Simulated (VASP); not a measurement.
Set up this calculation in VASP 6.6.1, as the native input.

| Property | Result |
| --- | --- |
| Task | single point |
| Functional | PBE |
| Potentials or basis | VASP PAW PBE potentials, release 64 (W_sv, Re) |
| Cutoff | 520 eV |
| k mesh | 11 × 11 × 1 |
| Occupations | fermi-dirac, width 0.08 eV |
| Spin | no spin polarisation |
| Dipole correction | yes |
| Further INCAR settings | ALGO = Normal; EDIFF = 1e-06; NBANDS = 48 |

The structure of ReW5 (W (100), 6 layers) lies in POSCAR:

```
ReW5
1.0
    3.1834185694      0.0000000000      0.0000000000
    0.0000000000      3.1834185694      0.0000000000
    0.0000000000      0.0000000000     23.9585000000
W Re
5 1
Direct
    0.2500000000      0.2500000000      0.3404682231
    0.7500000000      0.7500000000      0.3990730829
    0.7500000000      0.7500000000      0.5321487837
    0.2500000000      0.2500000000      0.6009269158
    0.7500000000      0.7500000000      0.6595317760
    0.2500000000      0.2500000000      0.4678512185
```

These files were run (other wordings do the same):

INCAR

```
ALGO = Normal ; DIPOL = 0.5 0.5 0.500
EDIFF = 1E-6 ; ENCUT = 520
GGA = PE ; IDIPOL = 3
ISIF = 2 ; ISMEAR = -1
LASPH = T ; LCHARG = F
LDIPOL = T ; LREAL = F
LWAVE = F ; NBANDS = 48
NELM = 80 ; PREC = Accurate
SIGMA = 0.08
```

KPOINTS

```
k-points
0
Gamma
  11 11 1
```

Potentials or basis: VASP PAW PBE potentials, release 64 (W_sv, Re).

The run is started by

```console
$ cat potpaw_PBE.64/W_sv/POTCAR potpaw_PBE.64/Re/POTCAR > POTCAR
$ mpirun -np 1 vasp_std > vasp.out
```

Results of the run:

| Quantity | Value |
| --- | --- |
| Largest force | 0.467 eV/Å |

It took 7.6 min on 1 thread of Intel(R) Xeon(R) Platinum 8259CL CPU @ 2.50GHz (Skylake/Cascade Lake) (shared host), peak memory 0.43 GiB.
